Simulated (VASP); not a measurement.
# InAs in VASP: single point with PBE+D3(BJ)

Aim: the single point of InAs with PBE+D3(BJ).

Everything below comes from runs of VASP 6.6.1. Logs are shortened: lines on timing, memory, paths and dates and some standing lists are left out, and cuts for length are marked.

## (1) The cell of the first run

The cell holds a slab with vacuum, 4 atoms: a = 4.322 Å, b = 4.322 Å, c = 21.739 Å, α = 90.00°, β = 90.00°, γ = 120.00°.

## (2) Single point, PBE+D3(BJ)

Input file INCAR:

```
SYSTEM = InAs
PREC = Accurate
ENCUT = 400
EDIFF = 1E-6
ISMEAR = 0
SIGMA = 0.1
LREAL = .False.
LASPH = .True.
NELM = 120
ALGO = Normal
ISIF = 2
LWAVE = .False.
LCHARG = .True.
LDIPOL = .True.
IDIPOL = 3
DIPOL = 0.5 0.5 0.288
GGA = PE
IVDW = 12
LELF = .True.
LVHAR = .True.
LVACPOTAV = .True.
NBANDS = 26
GGA_COMPAT = .False.
NELMDL = -8
```

Input file KPOINTS:

```
Automatic mesh
0
Gamma
  6 6 1
  0 0 0
```

Input file POSCAR:

```
InAs
1.0
    4.3220706728      0.0000000000      0.0000000000
   -2.1610353364      3.7430229996      0.0000000000
    0.0000000000      0.0000000000     21.7386927254
As In
2 2
Direct
    0.0000000000      0.0000000000      0.1840037048
    0.3333333333      0.6666666667      0.3557112061
    0.3333333333      0.6666666667      0.2245875152
    0.6666666667      0.3333333333      0.3881876814
```

Potentials or basis: VASP PAW PBE potentials, release 64 (As, In_d).

On the command line:

```
> cat potpaw_PBE.64/As/POTCAR potpaw_PBE.64/In_d/POTCAR > POTCAR
> mpirun -np 1 vasp_std > vasp.out
```

OUTCAR:

```text
SYSTEM = InAs
   PREC = Accurate
   ENCUT = 400
   EDIFF = 1E-6
   ISMEAR = 0
   LREAL = .False.
   LASPH = .True.
   NELM = 120
   ISIF = 2
   GGA = PE
   IVDW = 12
   NELMDL = -8
 IVDW          = 12

 ion  position               nearest neighbor table
   1  0.000  0.000  0.184-   3 2.65   3 2.65   3 2.65
   2  0.333  0.667  0.356-   4 2.59   4 2.59   4 2.59   3 2.85
   3  0.333  0.667  0.225-   1 2.65   1 2.65   1 2.65   2 2.85
   4  0.667  0.333  0.388-   2 2.59   2 2.59   2 2.59

  LATTYP: Found a hexagonal cell.
 ALAT       =     4.3220706728
 C/A-ratio  =     5.0296939525

  Lattice vectors:

 A1 = (   4.3220706728,   0.0000000000,   0.0000000000)
 A2 = (  -2.1610353364,   3.7430229996,   0.0000000000)
 A3 = (   0.0000000000,   0.0000000000,  21.7386927254)

Analysis of symmetry for initial positions (statically):
=====================================================================
 Subroutine PRICEL returns:
 Original cell was already a primitive cell.

 Routine SETGRP: Setting up the symmetry group for a
 hexagonal supercell.

 Subroutine GETGRP returns: Found  6 space group operations
 (whereof  6 operations were pure point group operations)
 out of a pool of 24 trial point group operations.

The static configuration has the point symmetry C_3v.

Analysis of symmetry for dynamics (positions and initial velocities):
=====================================================================
 Subroutine PRICEL returns:
 Original cell was already a primitive cell.

 Routine SETGRP: Setting up the symmetry group for a
 hexagonal supercell.

 Subroutine GETGRP returns: Found  6 space group operations
 (whereof  6 operations were pure point group operations)
 out of a pool of 24 trial point group operations.

The dynamic configuration has the point symmetry C_3v.

 Subroutine INISYM returns: Found  6 space group operations
 (whereof  6 operations are pure point group operations),
 and found     1 'primitive' translations

----------------------------------------------------------------------------------------

                                     Primitive cell

  volume of cell :     351.6801

  direct lattice vectors                    reciprocal lattice vectors
     4.322070673  0.000000000  0.000000000     0.231370580  0.133581867  0.000000000
    -2.161035336  3.743023000  0.000000000     0.000000000  0.267163734  0.000000000
     0.000000000  0.000000000 21.738692725     0.000000000  0.000000000  0.046000926

  length of vectors
     4.322070673  4.322070673 21.738692725     0.267163734  0.267163734  0.046000926

  position of ions in fractional coordinates (direct lattice)
     0.000000000  0.000000000  0.184003705
     0.333333333  0.666666667  0.355711206
     0.333333333  0.666666667  0.224587515
     0.666666667  0.333333333  0.388187681

  ion indices of the primitive-cell ions
   primitive index   ion index
                 1           1
                 2           2
                 3           3
                 4           4

----------------------------------------------------------------------------------------

 KPOINTS: Automatic mesh

Automatic generation of k-mesh.
 Grid dimensions read from file:
 generate k-points for:    6    6    1

 Generating k-lattice:

  Cartesian coordinates                     Fractional coordinates (reciprocal lattice)
     0.038561763  0.022263644  0.000000000     0.166666667  0.000000000  0.000000000
     0.000000000  0.044527289  0.000000000     0.000000000  0.166666667  0.000000000
     0.000000000  0.000000000  0.046000926     0.000000000  0.000000000  1.000000000

  Length of vectors
     0.044527289  0.044527289  0.046000926

  Shift w.r.t. Gamma in fractional coordinates (k-lattice)
     0.000000000  0.000000000  0.000000000

 Subroutine IBZKPT returns following result:
 ===========================================

 Found      7 irreducible k-points:

 Following reciprocal coordinates:
            Coordinates               Weight
  0.000000  0.000000  0.000000      1.000000
  0.166667  0.000000  0.000000      6.000000
  0.333333  0.000000  0.000000      6.000000
  0.500000  0.000000  0.000000      3.000000
  0.166667  0.166667  0.000000      6.000000
  0.333333  0.166667  0.000000     12.000000
  0.333333  0.333333  0.000000      2.000000
   k-points           NKPTS =      7   k-points in BZ     NKDIM =      7   number of bands    NBANDS=     26
   number of dos      NEDOS =    301   number of ions     NIONS =      4
   total plane-waves  NPLWV = 112896
   dimension x,y,z NGX =    28 NGY =   28 NGZ =  144
   dimension x,y,z NGXF=    56 NGYF=   56 NGZF=  288
   ions per type =               2   2
   NGX,Y,Z   is equivalent  to a cutoff of  10.77, 10.77, 11.01 a.u.
   NGXF,Y,Z  is equivalent  to a cutoff of  21.54, 21.54, 22.02 a.u.
 SYSTEM =  InAs
   PREC   = accura    normal or accurate (medium, high low for compatibility)
   ISTART =      0    job   : 0-new  1-cont  2-samecut
   ICHARG =      2    charge: 1-file 2-atom 10-const
   ISPIN  =      1    spin polarized calculation?
   LNONCOLLINEAR =      F non collinear calculations
   LSORBIT =      F    spin-orbit coupling
   LASPH  =      T    aspherical Exc in radial PAW
   ENCUT  =  400.0 eV  29.40 Ry    5.42 a.u.   7.05  7.05 35.45*2*pi/ulx,y,z
   NELM   =    120;   NELMIN=  2; NELMDL= -8     # of ELM steps
   EDIFF  = 0.1E-05   stopping-criterion for ELM
   LREAL  =      F    real-space projection
   EDIFFG = 0.1E-04   stopping-criterion for IOM
   NSW    =      0    number of steps for IOM
   IBRION =     -1    ionic relax: 0-MD 1-quasi-New 2-CG
   NFREE  =      0    steps in history (QN), initial steepest desc. (CG)
   ISIF   =      2    stress and relaxation
   ISYM   =      2    0-nonsym 1-usesym 2-fastsym
   POTIM  = 0.5000    time-step for ionic-motion
   TEBEG  =    0.0;   TEEND  =   0.0 temperature during run
   PSTRESS=    0.0 pullay stress
   NELECT =      36.0000    total number of electrons
   NUPDOWN=      -1.0000    fix difference up-down
   EMIN   =  10.00;   EMAX   =-10.00  energy-range for DOS
   EFERMI =   0.00;   METHOD = LEGACY
   ISMEAR =     0;   SIGMA  =   0.10  broadening in eV -4-tet -1-fermi 0-gaus
   EFERMI_NEDOS =   21; number of points for ismear=-14 and -15
   IALGO  =     38    algorithm
   IMIX   =      4    mixing-type and parameters
     AMIX     =   0.40;   BMIX     =  1.00
     AMIX_MAG =   1.60;   BMIX_MAG =  1.00
  volume/ion in A,a.u.               =      87.92       593.31
  Fermi-wavevector in a.u.,A,eV,Ry     =   0.765819  1.447189  7.979537  0.586479
  Thomas-Fermi vector in A             =   1.866023
   LORBIT       =      0    0 simple, 1 ext, 2 COOP (PROOUT), +10 PAW based schemes
   GGA     = PE    functional components
   LHFCALC =     F    Hartree Fock is set to
   AEXX    =    0.0000 exact exchange contribution
   IVDW    =    12    specifies the selected vdW correction
   LEPSILON=     F    determine dielectric tensor
   LRPA    =     F    only Hartree local field effects (RPA)
 non-spin polarized calculation
 Gauss-broadening in eV      SIGMA  =   0.10
  energy-cutoff  :      400.00
  volume of cell :      351.68
 maximum number of plane-waves:      6420
   NGX = 15   NGY = 15   NGZ = 71

 number of electron      35.9999987 magnetization

 dipolmoment           0.000000      0.000000     -0.199687 electrons x Angstroem

 Free energy of the ion-electron system (eV)
  ---------------------------------------------------
  ext. energy  EPLUGINS =         0.00000000
  ---------------------------------------------------
  free energy    TOTEN  =       -14.06535485 eV

  energy without entropy =      -14.06164438  energy(sigma->0) =      -14.06349961

 E-fermi :  -1.3704     XC(G=0):  -3.5353

 val. band max:       -1.3765390116   @ k =   0.0000   0.0000   0.0000
 cond. band min:      -1.1642354549   @ k =   0.3333   0.3333   0.0000
 fundamental gap:      0.2123035567
 Fermi energy:        -1.3704108958

 k-point     1 :       0.0000    0.0000    0.0000
  band No.  band energies     occupation
      1     -16.7995      2.00000
      2     -16.6977      2.00000
      3     -16.6977      2.00000
      4     -16.6098      2.00000
      5     -16.6098      2.00000
      6     -15.5857      2.00000
[... 18 lines left out ...]
     25       3.0851      0.00000
     26       3.3665      0.00000

 k-point     2 :       0.1667    0.0000    0.0000
  band No.  band energies     occupation
      1     -16.8006      2.00000
      2     -16.7049      2.00000
      3     -16.6923      2.00000
      4     -16.6136      2.00000
      5     -16.6017      2.00000
      6     -15.5799      2.00000
[... 18 lines left out ...]
     25       2.8777      0.00000
     26       3.3627      0.00000

 k-point     3 :       0.3333    0.0000    0.0000
  band No.  band energies     occupation
      1     -16.8172      2.00000
      2     -16.7050      2.00000
      3     -16.6854      2.00000
      4     -16.6205      2.00000
      5     -16.5813      2.00000
      6     -15.5804      2.00000
[... 18 lines left out ...]
     25       3.8646      0.00000
     26       4.1414      0.00000

 k-point     4 :       0.5000    0.0000    0.0000
  band No.  band energies     occupation
      1     -16.8302      2.00000
      2     -16.7007      2.00000
      3     -16.6834      2.00000
      4     -16.6233      2.00000
      5     -16.5694      2.00000
      6     -15.5884      2.00000
[... 18 lines left out ...]
     25       4.0038      0.00000
     26       4.5940      0.00000

 k-point     5 :       0.1667    0.1667    0.0000
  band No.  band energies     occupation
      1     -16.8088      2.00000
      2     -16.7080      2.00000
      3     -16.6872      2.00000
      4     -16.6178      2.00000
      5     -16.5889      2.00000
      6     -15.5763      2.00000
[... 18 lines left out ...]
     25       3.1174      0.00000
     26       3.8120      0.00000

 k-point     6 :       0.3333    0.1667    0.0000
  band No.  band energies     occupation
      1     -16.8225      2.00000
      2     -16.7022      2.00000
      3     -16.6863      2.00000
      4     -16.6206      2.00000
      5     -16.5763      2.00000
      6     -15.5813      2.00000
[... 18 lines left out ...]
     25       3.9423      0.00000
     26       4.2906      0.00000

 k-point     7 :       0.3333    0.3333    0.0000
  band No.  band energies     occupation
      1     -16.8213      2.00000
      2     -16.6998      2.00000
      3     -16.6889      2.00000
      4     -16.6182      2.00000
      5     -16.5793      2.00000
      6     -15.5785      2.00000
[... 18 lines left out ...]
     25       4.3084      0.00000
     26       4.6511      0.00000

------------------------ aborting loop because EDIFF is reached ----------------------------------------

 Edisp (eV)   -0.83143

 E8    (eV) :    -0.4014

  FORCE on cell =-STRESS in cart. coord.  units (eV):
  Direction    XX          YY          ZZ          XY          YZ          ZX
  --------------------------------------------------------------------------------------
  -------------------------------------------------------------------------------------
  Total       0.34493     0.34493    -0.36303     0.00000     0.00000    -0.00000
  in kB       1.57142     1.57142    -1.65389     0.00000     0.00000    -0.00000
  external pressure =        0.50 kB  Pullay stress =        0.00 kB

 VOLUME and BASIS-vectors are now :
 -----------------------------------------------------------------------------
  energy-cutoff  :      400.00
  volume of cell :      351.68
      direct lattice vectors                 reciprocal lattice vectors
     4.322070673  0.000000000  0.000000000     0.231370580  0.133581867  0.000000000
    -2.161035336  3.743023000  0.000000000     0.000000000  0.267163734  0.000000000
     0.000000000  0.000000000 21.738692725     0.000000000  0.000000000  0.046000926

 POSITION                                       TOTAL-FORCE (eV/Angst)
 -----------------------------------------------------------------------------------
      0.00000      0.00000      4.00000        -0.000000      0.000000      0.299358
     -0.00000      2.49535      7.73270         0.000000      0.000000      0.062784
     -0.00000      2.49535      4.88224        -0.000000     -0.000000     -0.294231
      2.16104      1.24767      8.43869         0.000000     -0.000000     -0.067912
 -----------------------------------------------------------------------------------
    total drift:                               -0.000001     -0.000000      0.002994

  FREE ENERGIE OF THE ION-ELECTRON SYSTEM (eV)
  ---------------------------------------------------
  free  energy   TOTEN  =       -14.8967875939 eV

  energy  without entropy=      -14.8930771319  energy(sigma->0) =      -14.89493236

 vacuum level on the upper side and lower side of the slab         1.712         3.946
```

It took 88 s on 1 thread of Intel Xeon 8259CL, shared host; peak memory 0.34 GiB.

Results:

```
Free energy                : -14.8968 eV
Largest force              : 0.299 eV/Å
Band gap on the k mesh     : zero (filled and empty bands touch)
Dispersion energy per atom : -0.208 eV
```

Forces in eV/Å, atoms in the order of the input:
```
As   0.000  0.000  0.299
As   0.000  0.000  0.063
In   0.000  0.000 -0.294
In   0.000  0.000 -0.068
```

Caveat: spin-orbit coupling is left out, which moves the levels of the heavy elements.

The gap in the log of VASP goes by the Fermi energy; the results here count the filled bands.